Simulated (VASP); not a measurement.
## InSb: electric field gradients with LDA

Crystal: InSb.

```
CELL_PARAMETERS angstrom
0.00000 3.24986 3.24986
3.24986 0.00000 3.24986
3.24986 3.24986 0.00000
ATOMIC_POSITIONS crystal
In 0.00000 0.00000 0.00000
Sb 0.75000 0.75000 0.75000
```

This cell differs from its parent crystal: volume scaled by 1.01.

- Program: VASP 6.6.1
- Task: electric field gradients
- Functional: LDA
- Potentials or basis: VASP PAW LDA potentials, release 64 (In_d, Sb)
- Cutoff: 520 eV
- k mesh: 10 × 10 × 10
- Occupations: fermi-dirac, width 0.03 eV
- Spin: no spin polarisation
- Dipole correction: no
- Further INCAR settings: ALGO = Normal; EDIFF = 1e-08; NBANDS = 16

- Pressure: -0.9 GPa
- Band gap on the k mesh: zero (filled and empty bands touch)

Levels at points of the mesh, in eV from the Fermi level:
```tsv
k point	band 7	band 8	band 9	band 10	band 11	band 12
(0.00, 0.00, 0.00)	-0.45	-0.02	-0.02	-0.02	2.89	2.89
(0.50, 0.00, 0.00)	-5.66	-1.02	-1.02	0.38	3.74	3.74
(0.50, 0.50, 0.00)	-5.96	-2.27	-2.27	1.23	1.24	7.96
```

Wall time 67 s on 1 thread of Intel Xeon 8259CL (shared host), peak memory 0.2 GiB.

Caveat: without QUAD_EFG the Cq values of the log hold for a quadrupole moment of 1 mb, not for the nuclei; spin-orbit coupling is left out, which moves the levels of the heavy elements.
